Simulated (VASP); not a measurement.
Write the native input for VASP 6.6.1 that does the following.

```
Task                   : relaxation of cell and atoms
Functional             : PBE
Potentials or basis    : VASP PAW PBE potentials, release 64 (Al, P)
Cutoff                 : 500 eV
k mesh                 : 8 × 8 × 8
Occupations            : gaussian, width 0.02 eV
Spin                   : no spin polarisation
Dipole correction      : no
Further INCAR settings : ALGO = Normal; EDIFF = 1e-07; IBRION = 2; EDIFFG = -0.005; NSW = 100; ISIF = 3
```

The structure of AlP lies in POSCAR:

```
AlP
1.0
    0.0000000000      2.7364837130      2.7364837130
    2.7364837130      0.0000000000      2.7364837130
    2.7364837130      2.7364837130      0.0000000000
Al P
1 1
Direct
    0.0000000000      0.0000000000      0.0000000000
    0.7500000000      0.7500000000      0.7500000000
```

These files were run (other wordings do the same):

INCAR

```
SYSTEM = AlP
PREC     = Accurate       ! precision mode
ENCUT    = 500            ! plane-wave cutoff, eV
EDIFF    = 1E-7           ! SCF threshold, eV
ISMEAR   = 0              ! smearing method
SIGMA    = 0.02           ! smearing width, eV
LREAL    = .False.        ! projectors in reciprocal space
LASPH    = .True.         ! aspherical terms in the spheres
NELM     = 120            ! most SCF steps
ALGO     = Normal         ! electronic algorithm
ISIF     = 3              ! what is computed and relaxed
LWAVE    = .False.        ! write WAVECAR
LCHARG   = .False.        ! write CHGCAR
GGA      = PE             ! functional
IBRION   = 2              ! ionic algorithm
NSW      = 100            ! ionic steps
EDIFFG   = -0.005         ! ionic threshold
GGA_COMPAT= .False.      
NELMIN   = 4
```

KPOINTS

```
Automatic mesh
0
Gamma
  8 8 8
  0 0 0
```

Potentials or basis: VASP PAW PBE potentials, release 64 (Al, P).

The run is started by

```sh
$ cat potpaw_PBE.64/Al/POTCAR potpaw_PBE.64/P/POTCAR > POTCAR
$ mpirun -np 1 vasp_std > vasp.out
```

It gave:

- Relaxed volume: 20.86 Å³/atom
- Relaxed cell: a = 3.893 Å, b = 3.893 Å, c = 3.893 Å, α = 60.00°, β = 60.00°, γ = 60.00°
- Space group after relaxing (to 0.05 Å): F-43m (No. 216)
- Energy gained by relaxing: 1.7 meV/atom
- Ionic steps: 3
- Pressure after relaxing: 0.0 GPa
- Band gap on the k mesh: 1.63 eV, indirect (least direct gap 3.09 eV)

It took 11 s on 1 thread of Intel(R) Xeon(R) 6975P-C (Granite Rapids) (shared host), peak memory 0.15 GiB.
